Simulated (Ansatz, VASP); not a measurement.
# As: VASP beside Ansatz

```xyz
4
Lattice="1.8128 -5.4631 0.0000 1.8128 5.4631 0.0000 0.0000 0.0000 4.4400" Properties=species:S:1:pos:R:3 pbc="T T T"
As    1.8128    1.2019    2.4864
As    1.8128   -4.2612    4.1736
As    1.8128   -1.2019    1.9536
As    1.8128    4.2612    0.2664
```

Alike in both runs: task single point; functional r2SCAN; k mesh 8 × 8 × 6; occupations fermi-dirac, width 0.05 eV; no spin polarisation.

|  | VASP | Ansatz |
| --- | --- | --- |
| version | VASP 6.6.1 | Ansatz 0.2.0 |
| potentials or method | VASP PAW PBE potentials, release 64 (As) | Ansatz PAW |
| plane-wave cutoff (eV) | 520 | 500 |
| valence electrons in the cell | 20 | 60 |

```csv
,VASP,Ansatz,Ansatz less VASP
gap on the k mesh at the Fermi level (eV),0.20,0.20,0.000
least direct gap on the mesh (eV),0.29,0.29,+0.003
pressure (GPa),3.1,3.0,-0.13
"traceless stress, the component that is largest in VASP (GPa)",0.93,0.97,+0.040
rms of the force components (eV/Å),0.129,0.148,+0.0187
```

VASP's potentials were made for PBE, not for r2SCAN. Atom by atom the forces differ by 0.024 eV/Å (rms over components). VASP's potentials hold 20 valence electrons a cell and Ansatz's 60, so a difference there can come from the potentials and not from the codes.
